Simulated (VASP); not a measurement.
# BaOs2 (P6/mmm) in VASP: a series of runs, part 2 of 2

VASP 6.6.1. The steps go on from the part before.

## Step 4: Single point, PBE

This run uses another cell than the first one, of 21.73 Å³/atom, 1.080 times its volume.

INCAR reads:

```
ALGO = Normal
EDIFF = 1E-6
ENCUT = 500
GGA = PE
GGA_COMPAT = False
ISIF = 2
ISMEAR = 0
LASPH = True
LCHARG = False
LREAL = False
LWAVE = False
NBANDS = 28
NELM = 120
PREC = Accurate
SIGMA = 0.1
```

KPOINTS reads:

```
k-points
0
Gamma
  6 6 4
```

POSCAR reads:

```
BaOs2
1.0
    3.6298274400      0.0000000000      0.0000000000
   -1.8149137200      3.1435227800      0.0000000000
    0.0000000000      0.0000000000      5.7125963600
Ba Os
1 2
Direct
    0.0000000000      0.0000000000      0.5000000000
    0.0000000000      0.0000000000      0.1384291100
    0.0000000000      0.0000000000      0.8615708900
```

Potentials or basis: VASP PAW PBE potentials, release 64 (Ba_sv, Os_sv_GW).

The run is started by

```
> cat potpaw_PBE.64/Ba_sv/POTCAR potpaw_PBE.64/Os_sv_GW/POTCAR > POTCAR
> mpirun -np 1 vasp_std > vasp.out
```

OUTCAR:

```text
EDIFF = 1E-6
   ENCUT = 500
   GGA = PE
   ISIF = 2
   ISMEAR = 0
   LASPH = True
   LREAL = False
   NELM = 120
   PREC = Accurate

 ion  position               nearest neighbor table
   1  0.000  0.000  0.500-   2 2.07   3 2.07   2 3.65   3 3.65
   2  0.000  0.000  0.138-   3 1.58   1 2.07   1 3.65
   3  0.000  0.000  0.862-   2 1.58   1 2.07   1 3.65

 -----------------------------------------------------------------------------
|                                                                             |
|           W    W    AA    RRRRR   N    N  II  N    N   GGGG   !!!           |
|           W    W   A  A   R    R  NN   N  II  NN   N  G    G  !!!           |
|           W    W  A    A  R    R  N N  N  II  N N  N  G       !!!           |
|           W WW W  AAAAAA  RRRRR   N  N N  II  N  N N  G  GGG   !            |
|           WW  WW  A    A  R   R   N   NN  II  N   NN  G    G                |
|           W    W  A    A  R    R  N    N  II  N    N   GGGG   !!!           |
|                                                                             |
|     The distance between some ions is very small. Please check the          |
|     nearest-neighbor list in the OUTCAR file.                               |
|     I HOPE YOU KNOW WHAT YOU ARE DOING!                                     |
|                                                                             |
 -----------------------------------------------------------------------------

  LATTYP: Found a hexagonal cell.
 ALAT       =     3.6298274400
 C/A-ratio  =     1.5737928192

  Lattice vectors:

 A1 = (   3.6298274400,   0.0000000000,   0.0000000000)
 A2 = (  -1.8149137200,   3.1435227800,   0.0000000000)
 A3 = (   0.0000000000,   0.0000000000,   5.7125963600)

Analysis of symmetry for initial positions (statically):
=====================================================================
 Subroutine PRICEL returns:
 Original cell was already a primitive cell.

 Routine SETGRP: Setting up the symmetry group for a
 hexagonal supercell.
[... 137 lines left out ...]
     AMIX_MAG =   1.60;   BMIX_MAG =  1.00
  volume/ion in A,a.u.               =      21.73       146.63
  Fermi-wavevector in a.u.,A,eV,Ry     =   1.413989  2.672051 27.202992  1.999364
  Thomas-Fermi vector in A             =   2.535577
   LORBIT       =      0    0 simple, 1 ext, 2 COOP (PROOUT), +10 PAW based schemes
   GGA     = PE    functional components
   LHFCALC =     F    Hartree Fock is set to
   AEXX    =    0.0000 exact exchange contribution
   IVDW    =     0    specifies the selected vdW correction
   LEPSILON=     F    determine dielectric tensor
   LRPA    =     F    only Hartree local field effects (RPA)
 non-spin polarized calculation
 Gauss-broadening in eV      SIGMA  =   0.10
  energy-cutoff  :      500.00
  volume of cell :       65.18
 maximum number of plane-waves:      1701
 NGX is ok and might be reduce to    28
   NGX = 13   NGY = 13   NGZ = 21

 number of electron      42.0000000 magnetization

 Free energy of the ion-electron system (eV)
  ---------------------------------------------------
  ext. energy  EPLUGINS =         0.00000000
  ---------------------------------------------------
  free energy    TOTEN  =        11.60654692 eV

  energy without entropy =       11.62835666  energy(sigma->0) =       11.61745179

 E-fermi :   7.7441     XC(G=0): -11.2814

 val. band max:        7.6621138485   @ k =   0.5000   0.0000   0.0000
 cond. band min:       7.7485437562   @ k =   0.5000   0.0000   0.2500
 fundamental gap:      0.0864299077
 Fermi energy:         7.7440689179

 k-point     1 :       0.0000    0.0000    0.0000
  band No.  band energies     occupation
      1     -82.8734      2.00000
      2     -78.3908      2.00000
      3     -48.5870      2.00000
      4     -40.6876      2.00000
      5     -40.6876      2.00000
      6     -37.7354      2.00000
[... 640 lines left out ...]
     27      12.2854      0.00000
     28      12.5783      0.00000

------------------------ aborting loop because EDIFF is reached ----------------------------------------

  FORCE on cell =-STRESS in cart. coord.  units (eV):
  Direction    XX          YY          ZZ          XY          YZ          ZX
  --------------------------------------------------------------------------------------
  -------------------------------------------------------------------------------------
  Total       -2.5102437     -2.5102437    259.6394759      0.0000000     -0.0000000      0.0000000
  in kB      -61.7007358    -61.7007360   6381.8291910      0.0000000     -0.0000000      0.0000000
  external PRESSURE =    2086.1425731 kB  Pullay stress =       0.0000000 kB

 VOLUME and BASIS-vectors are now :
 -----------------------------------------------------------------------------
  energy-cutoff  :      500.00
  volume of cell :       65.18
      direct lattice vectors                 reciprocal lattice vectors
     3.629827440  0.000000000  0.000000000     0.275495190  0.159057222  0.000000000
    -1.814913720  3.143522780  0.000000000     0.000000000  0.318114444  0.000000000
     0.000000000  0.000000000  5.712596360     0.000000000  0.000000000  0.175051752

 POSITION                                       TOTAL-FORCE (eV/Angst)
 -----------------------------------------------------------------------------------
      0.00000      0.00000      2.85630         0.000000      0.000000      0.000000
      0.00000      0.00000      0.79079        -0.000000     -0.000000     79.616320
      0.00000      0.00000      4.92181         0.000000     -0.000000    -79.616320
 -----------------------------------------------------------------------------------
    total drift:                               -0.000000     -0.000000      0.000000

  FREE ENERGIE OF THE ION-ELECTRON SYSTEM (eV)
  ---------------------------------------------------
  free  energy   TOTEN  =        11.6065469159 eV

  energy  without entropy=       11.6283566627  energy(sigma->0) =       11.61745179
```

stdout:

```text
POSCAR found type information on POSCAR BaOs
 POSCAR found :  2 types and       3 ions
 scaLAPACK will be used
 LDA part: xc-table for (Slater+PW92), standard interpolation
 -----------------------------------------------------------------------------
|                                                                             |
|           W    W    AA    RRRRR   N    N  II  N    N   GGGG   !!!           |
|           W    W   A  A   R    R  NN   N  II  NN   N  G    G  !!!           |
|           W    W  A    A  R    R  N N  N  II  N N  N  G       !!!           |
|           W WW W  AAAAAA  RRRRR   N  N N  II  N  N N  G  GGG   !            |
|           WW  WW  A    A  R   R   N   NN  II  N   NN  G    G                |
|           W    W  A    A  R    R  N    N  II  N    N   GGGG   !!!           |
|                                                                             |
|     The distance between some ions is very small. Please check the          |
|     nearest-neighbor list in the OUTCAR file.                               |
|     I HOPE YOU KNOW WHAT YOU ARE DOING!                                     |
|                                                                             |
 -----------------------------------------------------------------------------

 POSCAR, INCAR and KPOINTS ok, starting setup
 FFT: planning ... GRIDC
 FFT: planning ... GRID_SOFT
 FFT: planning ... GRID
 WAVECAR not read
 entering main loop
```

Wall time 40 s (1 thread of Intel Xeon Platinum 8559C (Emerald Rapids), shared host); peak memory 0.2 GiB.

What came out:

```yaml
Free_energy: 11.6065 eV
Pressure: 208.6 GPa
Largest_force: 79.616 eV/Å
Band_gap_on_the_k_mesh: zero (band 21 reaches 9.40 eV, above the bottom of band 22 at 6.94 eV)
```

Forces on the atoms (eV/Å):
```
Ba    0.000   0.000   0.000
Os    0.000   0.000  79.616
Os    0.000   0.000 -79.616
```

Stress tensor (GPa, compression positive):
```
 -6.17   0.00   0.00
  0.00  -6.17   0.00
  0.00   0.00 638.18
```

Caveat: spin-orbit coupling is left out, which moves the levels of the heavy elements; forces of over 1 eV/Å act on the atoms, so gaps and moduli don't describe the material at rest.

## Step 5: Single point, PBE

This run uses another cell than the first one, of 20.54 Å³/atom, 1.021 times its volume.

INCAR reads:

```
SYSTEM = BaOs2
PREC     = Accurate       ! precision mode
ENCUT    = 500            ! plane-wave cutoff, eV
EDIFF    = 1E-6           ! SCF threshold, eV
ISMEAR   = 0              ! smearing method
SIGMA    = 0.1            ! smearing width, eV
LREAL    = .False.        ! projectors in reciprocal space
LASPH    = .True.         ! aspherical terms in the spheres
NELM     = 120            ! most SCF steps
ALGO     = Normal         ! electronic algorithm
ISIF     = 2              ! what is computed and relaxed
LWAVE    = .False.        ! write WAVECAR
LCHARG   = .False.        ! write CHGCAR
GGA      = PE             ! functional
NBANDS   = 28             ! bands
GGA_COMPAT= .False.
```

KPOINTS reads:

```
regular mesh
0
Gamma
  18 18 6
  0 0 0
```

POSCAR reads:

```
BaOs2
1.0
    2.9263377251      0.0000000000      0.0000000000
   -1.4631688626      2.5342828100      0.0000000000
    0.0000000000      0.0000000000      8.3079689630
Ba Os
1 2
Direct
    0.0000000000      0.0000000000      0.5000000000
    0.0000000000      0.0000000000      0.1395377256
    0.0000000000      0.0000000000      0.8604622744
```

The run is started by

```
> cat potpaw_PBE.64/Ba_sv/POTCAR potpaw_PBE.64/Os_sv_GW/POTCAR > POTCAR
> mpirun -np 1 vasp_std > vasp.out
```

Run time: 3.6 min. Hardware: 1 thread of Intel Xeon Platinum 8375C at 2.90GHz (Ice Lake), shared host; peak memory 0.37 GiB.

The run converged. Its results:

```yaml
Free_energy: -21.3669 eV
Pressure: 2.4 GPa
Largest_force: 0.067 eV/Å
Band_gap_on_the_k_mesh: zero (band 21 reaches 8.88 eV, above the bottom of band 22 at 6.82 eV)
```

Forces in eV/Å, atoms in the order of the input:
```
Ba   0.000  0.000  0.000
Os   0.000  0.000 -0.067
Os   0.000  0.000  0.067
```

Stress tensor (GPa, compression positive):
```
2.85 0.00 0.00
0.00 2.85 0.00
0.00 0.00 1.47
```

Levels at points of the mesh, in eV from the Fermi level:
| k point | band 17 | band 18 | band 19 | band 20 | band 21 | band 22 | band 23 | band 24 | band 25 | band 26 |
| --- | --- | --- | --- | --- | --- | --- | --- | --- | --- | --- |
| (0.00, 0.00, 0.00) | -2.28 | -1.63 | -1.63 | -1.56 | -1.56 | -1.29 | 0.18 | 1.04 | 1.09 | 1.09 |
| (0.50, 0.00, 0.00) | -3.71 | -2.38 | -1.99 | -0.02 | 0.41 | 0.71 | 1.40 | 1.59 | 1.81 | 3.25 |
| (0.00, 0.00, 0.50) | -2.28 | -2.28 | -1.66 | -1.66 | -1.57 | -1.57 | 1.12 | 1.16 | 1.16 | 1.16 |
| (0.50, 0.00, 0.50) | -2.43 | -2.26 | -2.25 | -1.99 | -0.36 | 0.58 | 1.40 | 1.81 | 2.19 | 4.03 |

Caveat: spin-orbit coupling is left out, which moves the levels of the heavy elements.

## Step 6: Overview

| potentials or basis | cell | k mesh | cutoff (eV) | second run | gap on the mesh (eV) | pressure (GPa) | largest force (eV/Å) |
| --- | --- | --- | --- | --- | --- | --- | --- |
| VASP PAW PBE potentials, release 64 (Ba_sv, Os) | a = 2.924, b = 2.924, c = 8.152 Å, angles 90.0, 90.0, 120.0°, 3 atoms | 6 × 6 × 4 | 520 | - | none | 3.8 | 0.31 |
| VASP PAW PBE potentials, release 64 (Ba_sv, Os_sv_GW) | a = 2.924, b = 2.924, c = 8.152 Å, angles 90.0, 90.0, 120.0°, 3 atoms | 6 × 6 × 4 | 500 | valence_matched | none | 2.9 | 0.14 |
| VASP PAW PBE potentials, release 64 (Ba_sv, Os_sv_GW) | a = 3.630, b = 3.630, c = 5.713 Å, angles 90.0, 90.0, 120.0°, 3 atoms | 6 × 6 × 4 | 500 | valence_matched | none | 208.6 | 79.62 |
| VASP PAW PBE potentials, release 64 (Ba_sv, Os_sv_GW) | a = 2.926, b = 2.926, c = 8.308 Å, angles 90.0, 90.0, 120.0°, 3 atoms | 18 × 18 × 6 | 500 | valence_matched | none | 2.4 | 0.07 |

Alike in all rows: task single point; level PBE; no spin polarisation; smearing gaussian 0.1 eV.

Caveats: some runs use coarse meshes; spin-orbit coupling is left out, which moves the levels of the heavy elements; forces of over 1 eV/Å act on the atoms, so gaps and moduli don't describe the material at rest (some runs).

Total energies depend on the potentials used, so only differences within one code and one set of settings carry meaning.
